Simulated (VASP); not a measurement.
# Rh (Pm-3m) in VASP: further runs

Rh is run at these levels: r2SCAN; tasks: relaxation of cell and atoms, single point.

All numbers are computed with VASP 6.6.1; they aren't measurements. Logs are shortened: lines on timing, memory, paths and dates and some standing lists are left out, and cuts for length are marked.

## (1) The cell of the first run

It takes space group Pm-3m (No. 221, cubic). The conventional cell has a = 2.458 Å, b = 2.458 Å, c = 2.458 Å, α = 90.00°, β = 90.00°, γ = 90.00°. Rh (site symmetry m-3m) has 6 Rh at 2.46 Å within 3.2 Å.

This isn't the form of Rh at room conditions, which is fcc.

## (2) Relaxation of cell and atoms, r2SCAN, collinear spin, ferromagnetic start

File POSCAR:

```
Rh
1.0
    2.4580591709      0.0000000000      0.0000000000
    0.0000000000      2.4580591709      0.0000000000
    0.0000000000      0.0000000000      2.4580591709
Rh
1
Direct
    0.0000000000      0.0000000000      0.0000000000
```

File INCAR.step1:

```
SYSTEM = Rh
PREC = Accurate
ENCUT = 580
ISMEAR = -1
SIGMA = 0.05
LREAL = .FALSE.
LASPH = .TRUE.
NELM = 200
ISPIN = 2
MAGMOM = 1
LMAXMIX = 4
GGA = PE
ALGO = Normal
EDIFF = 1E-5
LWAVE = .TRUE.
LCHARG = .FALSE.
GGA_COMPAT = .FALSE.
IBRION = 2
ISIF = 3
EDIFFG = -0.005
NELMIN = 4
NSW = 100
```

File INCAR.step2:

```
SYSTEM = Rh
PREC = Accurate
ENCUT = 580
EDIFF = 1E-7
ISMEAR = -1
SIGMA = 0.05
LREAL = .FALSE.
LASPH = .TRUE.
NELM = 200
ALGO = Normal
ISIF = 3
LWAVE = .FALSE.
LCHARG = .FALSE.
ISPIN = 2
MAGMOM = 1
LORBIT = 11
LMAXMIX = 4
METAGGA = R2SCAN
LMIXTAU = .TRUE.
IBRION = 2
NSW = 80
EDIFFG = -0.01
ISTART = 1
GGA_COMPAT = .FALSE.
NELMIN = 4
```

File KPOINTS:

```
regular mesh
0
G
  13 13 13
  0 0 0
```

Potentials or basis: VASP PAW PBE potentials, release 64 (Rh_sv_GW).

Started as:

```bash
$ cat potpaw_PBE.64/Rh_sv_GW/POTCAR > POTCAR
$ cp INCAR.step1 INCAR
$ mpirun -np 1 vasp_std > vasp.out
$ cp INCAR.step2 INCAR
$ mpirun -np 1 vasp_std > vasp.out
```

OUTCAR:

```text
SYSTEM = Rh
   PREC = Accurate
   ENCUT = 580
   EDIFF = 1E-7
   ISMEAR = -1
   LREAL = .FALSE.
   LASPH = .TRUE.
   NELM = 200
   ISIF = 3
   ISPIN = 2
   LORBIT = 11
   METAGGA = R2SCAN
   IBRION = 2
   NSW = 80
   EDIFFG = -0.01
   ISTART = 1
   NELMIN = 4

 ion  position               nearest neighbor table
   1  0.000  0.000  0.000-

  LATTYP: Found a simple cubic cell.
 ALAT       =     2.4580591709

  Lattice vectors:

 A1 = (   2.4580591709,   0.0000000000,   0.0000000000)
 A2 = (   0.0000000000,   2.4580591709,   0.0000000000)
 A3 = (   0.0000000000,   0.0000000000,   2.4580591709)

Analysis of symmetry for initial positions (statically):
=====================================================================
 Subroutine PRICEL returns:
 Original cell was already a primitive cell.

 Routine SETGRP: Setting up the symmetry group for a
 simple cubic supercell.

 Subroutine GETGRP returns: Found 48 space group operations
 (whereof 48 operations were pure point group operations)
 out of a pool of 48 trial point group operations.

The static configuration has the point symmetry O_h .

Analysis of symmetry for dynamics (positions and initial velocities):
=====================================================================
 Subroutine PRICEL returns:
 Original cell was already a primitive cell.

 Routine SETGRP: Setting up the symmetry group for a
 simple cubic supercell.

 Subroutine GETGRP returns: Found 48 space group operations
 (whereof 48 operations were pure point group operations)
 out of a pool of 48 trial point group operations.

The dynamic configuration has the point symmetry O_h .

Analysis of structural, dynamic, and magnetic symmetry:
=====================================================================
 Subroutine PRICEL returns:
 Original cell was already a primitive cell.

 Routine SETGRP: Setting up the symmetry group for a
 simple cubic supercell.

 Subroutine GETGRP returns: Found 48 space group operations
 (whereof 48 operations were pure point group operations)
 out of a pool of 48 trial point group operations.

The overall configuration has the point symmetry O_h .

 Subroutine INISYM returns: Found 48 space group operations
 (whereof 48 operations are pure point group operations),
 and found     1 'primitive' translations

----------------------------------------------------------------------------------------

                                     Primitive cell

  volume of cell :      14.8517

  direct lattice vectors                    reciprocal lattice vectors
     2.458059171  0.000000000  0.000000000     0.406825032  0.000000000  0.000000000
     0.000000000  2.458059171  0.000000000     0.000000000  0.406825032  0.000000000
     0.000000000  0.000000000  2.458059171     0.000000000  0.000000000  0.406825032

  length of vectors
     2.458059171  2.458059171  2.458059171     0.406825032  0.406825032  0.406825032

  position of ions in fractional coordinates (direct lattice)
     0.000000000  0.000000000  0.000000000

  ion indices of the primitive-cell ions
   primitive index   ion index
                 1           1

----------------------------------------------------------------------------------------

 KPOINTS: regular mesh

Automatic generation of k-mesh.
 Grid dimensions read from file:
 generate k-points for:   13   13   13

 Generating k-lattice:

  Cartesian coordinates                     Fractional coordinates (reciprocal lattice)
     0.031294233  0.000000000  0.000000000     0.076923077  0.000000000  0.000000000
     0.000000000  0.031294233  0.000000000     0.000000000  0.076923077  0.000000000
     0.000000000  0.000000000  0.031294233     0.000000000  0.000000000  0.076923077

  Length of vectors
     0.031294233  0.031294233  0.031294233

  Shift w.r.t. Gamma in fractional coordinates (k-lattice)
     0.000000000  0.000000000  0.000000000

 Subroutine IBZKPT returns following result:
 ===========================================

 Found     84 irreducible k-points:

 Following reciprocal coordinates:
            Coordinates               Weight
  0.000000  0.000000  0.000000      1.000000
  0.076923  0.000000  0.000000      6.000000
  0.153846  0.000000  0.000000      6.000000
  0.230769  0.000000  0.000000      6.000000
  0.307692  0.000000  0.000000      6.000000
  0.384615  0.000000  0.000000      6.000000
[... 16 lines left out ...]
  0.307692  0.307692  0.000000     12.000000
  0.384615  0.307692  0.000000     24.000000
 [... further k-points ...]
   k-points           NKPTS =     84   k-points in BZ     NKDIM =     84   number of bands    NBANDS=     13
   number of dos      NEDOS =    301   number of ions     NIONS =      1
   total plane-waves  NPLWV =   8000
   dimension x,y,z NGX =    20 NGY =   20 NGZ =   20
   dimension x,y,z NGXF=    40 NGYF=   40 NGZF=   40
   ions per type =               1
   NGX,Y,Z   is equivalent  to a cutoff of  13.53, 13.53, 13.53 a.u.
   NGXF,Y,Z  is equivalent  to a cutoff of  27.05, 27.05, 27.05 a.u.
 SYSTEM =  Rh
   PREC   = accura    normal or accurate (medium, high low for compatibility)
   ISTART =      1    job   : 0-new  1-cont  2-samecut
   ICHARG =      0    charge: 1-file 2-atom 10-const
   ISPIN  =      2    spin polarized calculation?
   LNONCOLLINEAR =      F non collinear calculations
   LSORBIT =      F    spin-orbit coupling
   LASPH  =      T    aspherical Exc in radial PAW
   ENCUT  =  580.0 eV  42.63 Ry    6.53 a.u.   4.83  4.83  4.83*2*pi/ulx,y,z
   NELM   =    200;   NELMIN=  4; NELMDL=  0     # of ELM steps
   EDIFF  = 0.1E-06   stopping-criterion for ELM
   LREAL  =      F    real-space projection
   EDIFFG = -.1E-01   stopping-criterion for IOM
   NSW    =     80    number of steps for IOM
   IBRION =      2    ionic relax: 0-MD 1-quasi-New 2-CG
   NFREE  =      1    steps in history (QN), initial steepest desc. (CG)
   ISIF   =      3    stress and relaxation
   ISYM   =      2    0-nonsym 1-usesym 2-fastsym
   POTIM  = 0.5000    time-step for ionic-motion
   TEBEG  =    0.0;   TEEND  =   0.0 temperature during run
   PSTRESS=    0.0 pullay stress
   NELECT =      17.0000    total number of electrons
   NUPDOWN=      -1.0000    fix difference up-down
   EMIN   =  10.00;   EMAX   =-10.00  energy-range for DOS
   EFERMI =   0.00;   METHOD = LEGACY
   ISMEAR =    -1;   SIGMA  =   0.05  broadening in eV -4-tet -1-fermi 0-gaus
   EFERMI_NEDOS =   21; number of points for ismear=-14 and -15
   IALGO  =     38    algorithm
   IMIX   =      4    mixing-type and parameters
     AMIX     =   0.40;   BMIX     =  1.00
     AMIX_MAG =   1.60;   BMIX_MAG =  1.00
  volume/ion in A,a.u.               =      14.85       100.22
  Fermi-wavevector in a.u.,A,eV,Ry     =   1.712506  3.236167 39.901497  2.932677
  Thomas-Fermi vector in A             =   2.790422
   LORBIT       =     11    0 simple, 1 ext, 2 COOP (PROOUT), +10 PAW based schemes
   METAGGA = R2SCAN    functional components
   LHFCALC =     F    Hartree Fock is set to
   AEXX    =    0.0000 exact exchange contribution
   IVDW    =     0    specifies the selected vdW correction
   LEPSILON=     F    determine dielectric tensor
   LRPA    =     F    only Hartree local field effects (RPA)
 conjugate gradient relaxation of ions
 spin polarized calculation
  energy-cutoff  :      580.00
  volume of cell :       14.85
 maximum number of plane-waves:       480
 NGX is ok and might be reduce to    20
   NGX =  9   NGY =  9   NGZ =  9

--------------------------------------- Ionic step        1  -------------------------------------------

 number of electron      16.9999994 magnetization      -0.0000000

 number of electron      16.9999994 magnetization       0.0000000

 Free energy of the ion-electron system (eV)
  ---------------------------------------------------
  ext. energy  EPLUGINS =         0.00000000
  ---------------------------------------------------
  free energy    TOTEN  =       -22.44265024 eV

  energy without entropy =      -22.43098924  energy(sigma->0) =      -22.43681974

------------------------ aborting loop because EDIFF is reached ----------------------------------------

  FORCE on cell =-STRESS in cart. coord.  units (eV):
  Direction    XX          YY          ZZ          XY          YZ          ZX
  --------------------------------------------------------------------------------------
  -------------------------------------------------------------------------------------
  Total        1.3387510      1.3387510      1.3387510      0.0000000      0.0000000      0.0000000
  in kB      144.4220109    144.4220109    144.4220109      0.0000000      0.0000000      0.0000000
  external PRESSURE =     144.4220109 kB  Pullay stress =       0.0000000 kB
[... 94 lines left out ...]
--------------------------------------- Ionic step        4  -------------------------------------------

 number of electron      16.9999992 magnetization       0.0000000

 number of electron      16.9999992 magnetization      -0.0000000

 Free energy of the ion-electron system (eV)
  ---------------------------------------------------
  ext. energy  EPLUGINS =         0.00000000
  ---------------------------------------------------
  free energy    TOTEN  =       -22.47978622 eV

  energy without entropy =      -22.46690384  energy(sigma->0) =      -22.47334503

 E-fermi :   8.6740     XC(G=0): -13.9819

 val. band max:        8.6731393999   @ k =   0.4615   0.3077   0.1538
 cond. band min:       8.7081974157   @ k =   0.3846   0.2308   0.0000
 fundamental gap:      0.0350580158
 Fermi energy:         8.6740361476

 spin component 1

 k-point     1 :       0.0000    0.0000    0.0000
  band No.  band energies     occupation
      1     -72.0922      1.00000
      2     -38.7371      1.00000
      3     -38.7371      1.00000
      4     -38.7371      1.00000
      5       1.7214      1.00000
      6       3.1879      1.00000
      7       3.1879      1.00000
      8       9.5188      0.00000
      9       9.5188      0.00000
     10       9.5188      0.00000
     11      26.4957      0.00000
     12      26.4957      0.00000
     13      26.4957      0.00000
[... 353 lines left out ...]
 k-point    24 :       0.3846    0.3077    0.0000
  band No.  band energies     occupation
      1     -71.9405      1.00000
      2     -39.4005      1.00000
      3     -39.2249      1.00000
      4     -38.6263      1.00000
      5       3.8547      1.00000
      6       4.4096      1.00000
      7       7.7502      1.00000
      8       7.8297      1.00000
      9       8.2252      0.99987
     10      10.8806      0.00000
     11      17.7481      0.00000
     12      23.5252      0.00000
     13      27.8297      0.00000

 [... further k-points ...]

 spin component 2

 k-point     1 :       0.0000    0.0000    0.0000
  band No.  band energies     occupation
      1     -72.0922      1.00000
      2     -38.7371      1.00000
      3     -38.7371      1.00000
      4     -38.7371      1.00000
      5       1.7214      1.00000
      6       3.1879      1.00000
      7       3.1879      1.00000
      8       9.5188      0.00000
      9       9.5188      0.00000
     10       9.5188      0.00000
     11      26.4957      0.00000
     12      26.4957      0.00000
     13      26.4957      0.00000
[... 396 lines left out ...]
  FREE ENERGIE OF THE ION-ELECTRON SYSTEM (eV)
  ---------------------------------------------------
  free  energy   TOTEN  =       -22.4797862208 eV

  energy  without entropy=      -22.4669038378  energy(sigma->0) =      -22.47334503

 reached required accuracy - stopping structural energy minimisation

 total charge

# of ion       s       p       d       f       tot
--------------------------------------------------
    1        2.208   6.144   6.647   0.025  15.024

 magnetization (x)

# of ion       s       p       d       f       tot
--------------------------------------------------
    1       -0.000   0.000  -0.000   0.000  -0.000
```

It took 4.9 min on 1 thread of Intel Xeon 6975P-C (Granite Rapids), shared host; peak memory 0.18 GiB.

What came out:

* Free energy: -22.4798 eV
* Relaxed volume: 15.73 Å³/atom
* Relaxed cell: a = 2.505 Å, b = 2.505 Å, c = 2.505 Å, α = 90.00°, β = 90.00°, γ = 90.00°
* Space group after relaxing (to 0.1 Å): Pm-3m (No. 221)
* Energy gained by relaxing: 37.1 meV/atom
* Ionic steps: 4
* Pressure after relaxing: -0.1 GPa
* Net moment: 0.00 μB per cell
* Valence electrons inside the program's atomic spheres: Rh 15.02

The path:
```
step  energy change (eV)  largest force (eV/Å)  pressure (GPa)  volume (Å³)
   1              0.0000                0.0000           14.44        14.85
   2              0.1264                0.0000          -20.87        17.92
   3             -0.0371                0.0000           -0.54        15.76
   4             -0.0371                0.0000           -0.06        15.73
```

Final structure:
```
Rh
1.0
     2.50545    0.00000    0.00000
     0.00000    2.50545    0.00000
     0.00000    0.00000    2.50545
Rh
1
Direct
  0.00000 0.00000 0.00000
```

Caveat: the PAW data sets were made with another functional, which shifts forces and pressure a little.

[end of part 1 of 2]
